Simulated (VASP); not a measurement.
# Ru2C (Fm-3m) in VASP: notebook, part 2 of 2

VASP 6.6.1. The steps go on from the part before.

## Step 3: Single point, PBE

This run uses another cell than the first one, of 11.71 Å³/atom, 1.071 times its volume.

The input, INCAR:

```
SYSTEM = Ru2C
PREC = Accurate
ENCUT = 520
EDIFF = 1E-6
ISMEAR = 0
SIGMA = 0.1
LREAL = .FALSE.
LASPH = .TRUE.
NELM = 80
ALGO = Normal
ISIF = 2
LWAVE = .FALSE.
LCHARG = .TRUE.
GGA = PE
LELF = .TRUE.
LVHAR = .TRUE.
NBANDS = 23
```

The input, KPOINTS:

```
Automatic mesh
0
G
  6 6 6
  0 0 0
```

The input, POSCAR:

```
Ru2C
1.0
    0.0000000000      2.5992113229      2.5992113229
    2.5992113229      0.0000000000      2.5992113229
    2.5992113229      2.5992113229      0.0000000000
Ru C
2 1
Direct
    0.2500000000      0.2500000000      0.2500000000
    0.7500000000      0.7500000000      0.7500000000
    0.0000000000      0.0000000000      0.0000000000
```

Potentials or basis: VASP PAW PBE potentials, release 64 (Ru_pv, C).

On the command line:

```sh
cat potpaw_PBE.64/Ru_pv/POTCAR potpaw_PBE.64/C/POTCAR > POTCAR
mpirun -np 1 vasp_std > vasp.out
```

OUTCAR:

```text
SYSTEM = Ru2C
   PREC = Accurate
   ENCUT = 520
   EDIFF = 1E-6
   ISMEAR = 0
   LREAL = .FALSE.
   LASPH = .TRUE.
   NELM = 80
   ISIF = 2
   GGA = PE

 ion  position               nearest neighbor table
   1  0.250  0.250  0.250-   3 2.25   3 2.25   3 2.25   3 2.25   2 2.60   2 2.60   2 2.60   2 2.60
                             2 2.60   2 2.60
   2  0.750  0.750  0.750-   3 2.25   3 2.25   3 2.25   3 2.25   1 2.60   1 2.60   1 2.60   1 2.60
                             1 2.60   1 2.60
   3  0.000  0.000  0.000-   2 2.25   2 2.25   2 2.25   1 2.25   2 2.25   1 2.25   1 2.25   1 2.25

  LATTYP: Found a face centered cubic cell.
 ALAT       =     5.1984226458

  Lattice vectors:

 A1 = (   0.0000000000,   2.5992113229,   2.5992113229)
 A2 = (   2.5992113229,   0.0000000000,   2.5992113229)
 A3 = (   2.5992113229,   2.5992113229,   0.0000000000)

Analysis of symmetry for initial positions (statically):
=====================================================================
 Subroutine PRICEL returns:
 Original cell was already a primitive cell.

 Routine SETGRP: Setting up the symmetry group for a
 face centered cubic supercell.

 Subroutine GETGRP returns: Found 48 space group operations
 (whereof 48 operations were pure point group operations)
 out of a pool of 48 trial point group operations.

The static configuration has the point symmetry O_h .

Analysis of symmetry for dynamics (positions and initial velocities):
=====================================================================
 Subroutine PRICEL returns:
 Original cell was already a primitive cell.

 Routine SETGRP: Setting up the symmetry group for a
 face centered cubic supercell.

 Subroutine GETGRP returns: Found 48 space group operations
 (whereof 48 operations were pure point group operations)
 out of a pool of 48 trial point group operations.

The dynamic configuration has the point symmetry O_h .

 Subroutine INISYM returns: Found 48 space group operations
 (whereof 48 operations are pure point group operations),
 and found     1 'primitive' translations

----------------------------------------------------------------------------------------

                                     Primitive cell

  volume of cell :      35.1200

  direct lattice vectors                    reciprocal lattice vectors
     0.000000000  2.599211323  2.599211323    -0.192366044  0.192366044  0.192366044
     2.599211323  0.000000000  2.599211323     0.192366044 -0.192366044  0.192366044
     2.599211323  2.599211323  0.000000000     0.192366044  0.192366044 -0.192366044

  length of vectors
     3.675839904  3.675839904  3.675839904     0.333187762  0.333187762  0.333187762

  position of ions in fractional coordinates (direct lattice)
     0.250000000  0.250000000  0.250000000
     0.750000000  0.750000000  0.750000000
     0.000000000  0.000000000  0.000000000

  ion indices of the primitive-cell ions
   primitive index   ion index
                 1           1
                 2           2
                 3           3

----------------------------------------------------------------------------------------

 KPOINTS: Automatic mesh

Automatic generation of k-mesh.
 Grid dimensions read from file:
 generate k-points for:    6    6    6

 Generating k-lattice:

  Cartesian coordinates                     Fractional coordinates (reciprocal lattice)
    -0.032061007  0.032061007  0.032061007     0.166666667  0.000000000  0.000000000
     0.032061007 -0.032061007  0.032061007     0.000000000  0.166666667  0.000000000
     0.032061007  0.032061007 -0.032061007     0.000000000  0.000000000  0.166666667

  Length of vectors
     0.055531294  0.055531294  0.055531294

  Shift w.r.t. Gamma in fractional coordinates (k-lattice)
     0.000000000  0.000000000  0.000000000

 Subroutine IBZKPT returns following result:
 ===========================================

 Found     16 irreducible k-points:

 Following reciprocal coordinates:
            Coordinates               Weight
  0.000000  0.000000  0.000000      1.000000
  0.166667  0.000000  0.000000      8.000000
  0.333333  0.000000  0.000000      8.000000
  0.500000  0.000000  0.000000      4.000000
  0.166667  0.166667  0.000000      6.000000
  0.333333  0.166667  0.000000     24.000000
[... 8 lines left out ...]
 -0.333333  0.333333  0.166667     24.000000
 -0.333333  0.500000  0.166667     12.000000
   k-points           NKPTS =     16   k-points in BZ     NKDIM =     16   number of bands    NBANDS=     23
   number of dos      NEDOS =    301   number of ions     NIONS =      3
   total plane-waves  NPLWV =  21952
   dimension x,y,z NGX =    28 NGY =   28 NGZ =   28
   dimension x,y,z NGXF=    56 NGYF=   56 NGZF=   56
   ions per type =               2   1
   NGX,Y,Z   is equivalent  to a cutoff of  12.66, 12.66, 12.66 a.u.
   NGXF,Y,Z  is equivalent  to a cutoff of  25.33, 25.33, 25.33 a.u.
 SYSTEM =  Ru2C
   PREC   = accura    normal or accurate (medium, high low for compatibility)
   ISTART =      0    job   : 0-new  1-cont  2-samecut
   ICHARG =      2    charge: 1-file 2-atom 10-const
   ISPIN  =      1    spin polarized calculation?
   LNONCOLLINEAR =      F non collinear calculations
   LSORBIT =      F    spin-orbit coupling
   LASPH  =      T    aspherical Exc in radial PAW
   ENCUT  =  520.0 eV  38.22 Ry    6.18 a.u.   6.83  6.83  6.83*2*pi/ulx,y,z
   NELM   =     80;   NELMIN=  2; NELMDL= -5     # of ELM steps
   EDIFF  = 0.1E-05   stopping-criterion for ELM
   LREAL  =      F    real-space projection
   EDIFFG = 0.1E-04   stopping-criterion for IOM
   NSW    =      0    number of steps for IOM
   IBRION =     -1    ionic relax: 0-MD 1-quasi-New 2-CG
   NFREE  =      0    steps in history (QN), initial steepest desc. (CG)
   ISIF   =      2    stress and relaxation
   ISYM   =      2    0-nonsym 1-usesym 2-fastsym
   POTIM  = 0.5000    time-step for ionic-motion
   TEBEG  =    0.0;   TEEND  =   0.0 temperature during run
   PSTRESS=    0.0 pullay stress
   NELECT =      32.0000    total number of electrons
   NUPDOWN=      -1.0000    fix difference up-down
   EMIN   =  10.00;   EMAX   =-10.00  energy-range for DOS
   EFERMI =   0.00;   METHOD = LEGACY
   ISMEAR =     0;   SIGMA  =   0.10  broadening in eV -4-tet -1-fermi 0-gaus
   EFERMI_NEDOS =   21; number of points for ismear=-14 and -15
   IALGO  =     38    algorithm
   IMIX   =      4    mixing-type and parameters
     AMIX     =   0.40;   BMIX     =  1.00
     AMIX_MAG =   1.60;   BMIX_MAG =  1.00
  volume/ion in A,a.u.               =      11.71        79.00
  Fermi-wavevector in a.u.,A,eV,Ry     =   1.587108  2.999200 34.271890  2.518913
  Thomas-Fermi vector in A             =   2.686316
   LORBIT       =      0    0 simple, 1 ext, 2 COOP (PROOUT), +10 PAW based schemes
   GGA     = PE    functional components
   LHFCALC =     F    Hartree Fock is set to
   AEXX    =    0.0000 exact exchange contribution
   IVDW    =     0    specifies the selected vdW correction
   LEPSILON=     F    determine dielectric tensor
   LRPA    =     F    only Hartree local field effects (RPA)
 non-spin polarized calculation
 Gauss-broadening in eV      SIGMA  =   0.10
  energy-cutoff  :      520.00
  volume of cell :       35.12
 maximum number of plane-waves:       960
   NGX = 13   NGY = 13   NGZ = 13

 number of electron      31.9999996 magnetization

 Free energy of the ion-electron system (eV)
  ---------------------------------------------------
  ext. energy  EPLUGINS =         0.00000000
  ---------------------------------------------------
  free energy    TOTEN  =       -25.25323279 eV

  energy without entropy =      -25.24092467  energy(sigma->0) =      -25.24707873

 E-fermi :  11.5452     XC(G=0): -13.4977

 val. band max:       11.5154833874   @ k =  -0.3333   0.3333   0.1667
 cond. band min:      11.5975314625   @ k =   0.5000   0.3333   0.1667
 fundamental gap:      0.0820480751
 Fermi energy:        11.5451941379

 k-point     1 :       0.0000    0.0000    0.0000
  band No.  band energies     occupation
      1     -31.6521      2.00000
      2     -31.6521      2.00000
      3     -31.6521      2.00000
      4     -31.0672      2.00000
      5     -31.0672      2.00000
      6     -31.0672      2.00000
[... 405 lines left out ...]
     22      21.8610      0.00000
     23      22.0595      0.00000

------------------------ aborting loop because EDIFF is reached ----------------------------------------

  FORCE on cell =-STRESS in cart. coord.  units (eV):
  Direction    XX          YY          ZZ          XY          YZ          ZX
  --------------------------------------------------------------------------------------
  -------------------------------------------------------------------------------------
  Total       -0.0250774     -0.0250774     -0.0250774     -0.0000000     -0.0000000      0.0000000
  in kB       -1.1440319     -1.1440319     -1.1440319     -0.0000000     -0.0000000      0.0000000
  external PRESSURE =      -1.1440319 kB  Pullay stress =       0.0000000 kB

 VOLUME and BASIS-vectors are now :
 -----------------------------------------------------------------------------
  energy-cutoff  :      520.00
  volume of cell :       35.12
      direct lattice vectors                 reciprocal lattice vectors
     0.000000000  2.599211323  2.599211323    -0.192366044  0.192366044  0.192366044
     2.599211323  0.000000000  2.599211323     0.192366044 -0.192366044  0.192366044
     2.599211323  2.599211323  0.000000000     0.192366044  0.192366044 -0.192366044

 POSITION                                       TOTAL-FORCE (eV/Angst)
 -----------------------------------------------------------------------------------
      1.29961      1.29961      1.29961        -0.000000      0.000000      0.000000
      3.89882      3.89882      3.89882         0.000000     -0.000000     -0.000000
      0.00000      0.00000      0.00000         0.000000      0.000000      0.000000
 -----------------------------------------------------------------------------------
    total drift:                                0.000000      0.000000      0.000000

  FREE ENERGIE OF THE ION-ELECTRON SYSTEM (eV)
  ---------------------------------------------------
  free  energy   TOTEN  =       -25.2532327873 eV

  energy  without entropy=      -25.2409246690  energy(sigma->0) =      -25.24707873
```

OSZICAR:

```text
N       E                     dE             d eps       ncg     rms          rms(c)
DAV:   1     0.317076908354E+03    0.31708E+03   -0.19423E+04   736   0.151E+03
DAV:   2    -0.187477210607E+02   -0.33582E+03   -0.32099E+03   827   0.447E+02
DAV:   3    -0.272411511707E+02   -0.84934E+01   -0.83839E+01   813   0.757E+01
DAV:   4    -0.273208821701E+02   -0.79731E-01   -0.79680E-01   887   0.714E+00
DAV:   5    -0.273225840652E+02   -0.17019E-02   -0.17017E-02   889   0.948E-01    0.239E+01
DAV:   6    -0.254621985660E+02    0.18604E+01   -0.67195E+00   890   0.250E+01    0.703E+00
DAV:   7    -0.252778526256E+02    0.18435E+00   -0.81699E-01   806   0.820E+00    0.632E+00
DAV:   8    -0.252612093023E+02    0.16643E-01   -0.13148E-01   799   0.235E+00    0.889E-01
DAV:   9    -0.252534423691E+02    0.77669E-02   -0.82586E-03   821   0.603E-01    0.201E-01
DAV:  10    -0.252532276388E+02    0.21473E-03   -0.34432E-03   855   0.401E-01    0.455E-02
DAV:  11    -0.252532357764E+02   -0.81376E-05   -0.43186E-05   858   0.522E-02    0.209E-02
DAV:  12    -0.252532328463E+02    0.29302E-05   -0.27179E-06   852   0.141E-02    0.530E-03
DAV:  13    -0.252532327873E+02    0.58984E-07   -0.60584E-07   564   0.600E-03
   1 F= -.25253233E+02 E0= -.25247079E+02  d E =-.123081E-01
```

Wall time 15 s (1 thread of Intel Xeon 6975P-C, shared host); peak memory 0.16 GiB.

Results:

| Item | Value |
| --- | --- |
| Free energy | -25.2532 eV |
| Pressure | -0.1 GPa |
| Band gap on the k mesh | zero (band 16 reaches 13.08 eV, above the bottom of band 17 at 9.93 eV) |

## Step 4: Relaxation of cell and atoms, PBE

The input, INCAR:

```
PREC = Accurate
ENCUT = 600
EDIFF = 1E-7
ISMEAR = 0
SIGMA = 0.1
LREAL = False
LASPH = True
NELM = 100
ALGO = Normal
ISIF = 3
LWAVE = False
LCHARG = False
GGA = PE
IBRION = 2
NSW = 90
EDIFFG = -0.04
```

The input, KPOINTS:

```
regular mesh
0
Gamma
  6 6 6
```

The input, POSCAR:

```
Ru2C
1.0
    0.0000000000      2.5406304636      2.5406304636
    2.5406304636      0.0000000000      2.5406304636
    2.5406304636      2.5406304636      0.0000000000
Ru C
2 1
Direct
    0.2500000000      0.2500000000      0.2500000000
    0.7500000000      0.7500000000      0.7500000000
    0.0000000000      0.0000000000      0.0000000000
```

On the command line:

```sh
cat potpaw_PBE.64/Ru_pv/POTCAR potpaw_PBE.64/C/POTCAR > POTCAR
mpirun -np 1 vasp_std > vasp.out
```

Wall time 59 s (1 thread of Intel Xeon 6975P-C, shared host); peak memory 0.18 GiB.

Results (log left out):

```yaml
Free_energy: -25.2507 eV
Relaxed_volume: 11.70 Å³/atom
Relaxed_cell: a = 3.675 Å, b = 3.675 Å, c = 3.675 Å, α = 60.00°, β = 60.00°, γ = 60.00°
Space_group_after_relaxing_to_0.05_Å: Fm-3m (No. 225)
Energy_gained_by_relaxing: 53.0 meV/atom
Ionic_steps: 4
Pressure_after_relaxing: -0.1 GPa
Band_gap_on_the_k_mesh: zero (band 16 reaches 13.09 eV, above the bottom of band 17 at 9.93 eV)
```

The path:
| step | energy change (eV) | largest force (eV/Å) | pressure (GPa) | volume (Å³) |
| --- | --- | --- | --- | --- |
| 1 | 0.0000 | 0.0000 | 23.68 | 32.80 |
| 2 | 0.5418 | 0.0000 | -32.19 | 41.08 |
| 3 | -0.1586 | 0.0000 | -1.15 | 35.23 |
| 4 | -0.1591 | 0.0000 | -0.12 | 35.11 |

Final structure:
```xyz
3
Lattice="0.0000 2.5989 2.5989 2.5989 0.0000 2.5989 2.5989 2.5989 0.0000" Properties=species:S:1:pos:R:3 pbc="T T T"
Ru    1.2995    1.2995    1.2995
Ru    3.8984    3.8984    3.8984
C     0.0000    0.0000    0.0000
```

Levels at points of the mesh, in eV from the Fermi level:
| k point | band 11 | band 12 | band 13 | band 14 | band 15 | band 16 | band 17 | band 18 | band 19 | band 20 |
| --- | --- | --- | --- | --- | --- | --- | --- | --- | --- | --- |
| (0.00, 0.00, 0.00) | -5.30 | -5.30 | 0.59 | 0.82 | 0.82 | 0.82 | 2.80 | 2.80 | 3.86 | 3.86 |
| (0.50, 0.00, 0.00) | -2.77 | -2.77 | -2.15 | -1.73 | -1.73 | -1.62 | -1.62 | -0.11 | 4.29 | 4.29 |
| (0.50, 0.50, 0.00) | -4.11 | -4.11 | -3.87 | -1.13 | -1.13 | 0.15 | 0.15 | 1.10 | 2.41 | 2.64 |

## Step 5: The runs side by side

| task | cell | cutoff (eV) | gap on the mesh (eV) | pressure (GPa) |
| --- | --- | --- | --- | --- |
| single point | a = 3.593 Å, angles 60.0°, 3 atoms | 520 | none | 23.8 |
| single point | a = 3.676 Å, angles 60.0°, 3 atoms | 520 | none | -0.1 |
| relaxation of cell and atoms | relaxed from a = 3.593 Å, angles 60.0°, 3 atoms | 600 | none | -0.1 |

Alike in all rows: level PBE; potentials or basis VASP PAW PBE potentials, release 64 (Ru_pv, C); no spin polarisation; k mesh 6 × 6 × 6; smearing gaussian 0.1 eV.

Absolute energies hang on the potentials; compare differences alone.
